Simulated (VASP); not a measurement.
Write the native input for VASP 6.6.1 that does the following.

- Task: single point
- Functional: PBEsol
- Potentials or basis: VASP PAW PBE potentials, release 64 (Ca_sv)
- Cutoff: 520 eV
- k mesh: 13 × 13 × 13
- Occupations: fermi-dirac, width 0.05 eV
- Spin: no spin polarisation
- Dipole correction: no
- Further INCAR settings: ALGO = Normal; EDIFF = 1e-06; NBANDS = 11

The structure of Ca lies in POSCAR:

```
Ca
1.0
    0.0000000000      2.4785430330      2.4785430330
    2.4785430330      0.0000000000      2.4785430330
    2.4785430330      2.4785430330      0.0000000000
Ca
1
Direct
    0.0000000000      0.0000000000      0.0000000000
```

This cell differs from its parent crystal: volume scaled by 0.75.

The input as run:

INCAR

```
  PREC = Accurate
  ENCUT = 520
  EDIFF = 1E-6
  ISMEAR = -1
  SIGMA = 0.05
  LREAL = F
  LASPH = T
  NELM = 60
  ALGO = Normal
  ISIF = 2
  LWAVE = F
  LCHARG = F
  GGA = PS
  NBANDS = 11
```

KPOINTS

```
Automatic mesh
0
Gamma
  13 13 13
```

Potentials or basis: VASP PAW PBE potentials, release 64 (Ca_sv).

The run is started by

```console
$ cat potpaw_PBE.64/Ca_sv/POTCAR > POTCAR
$ mpirun -np 1 vasp_std > vasp.out
```

Results of the run:

| Property | Result |
| --- | --- |
| Pressure | 8.0 GPa |
| Band gap on the k mesh | 0.15 eV, indirect (least direct gap 0.19 eV) |

Caveat: the PAW data sets were made with another functional, which shifts forces and pressure a little.

Wall time 15 s on 1 thread of Intel(R) Xeon(R) Platinum 8488C (Sapphire Rapids) (shared host), peak memory 0.17 GiB.
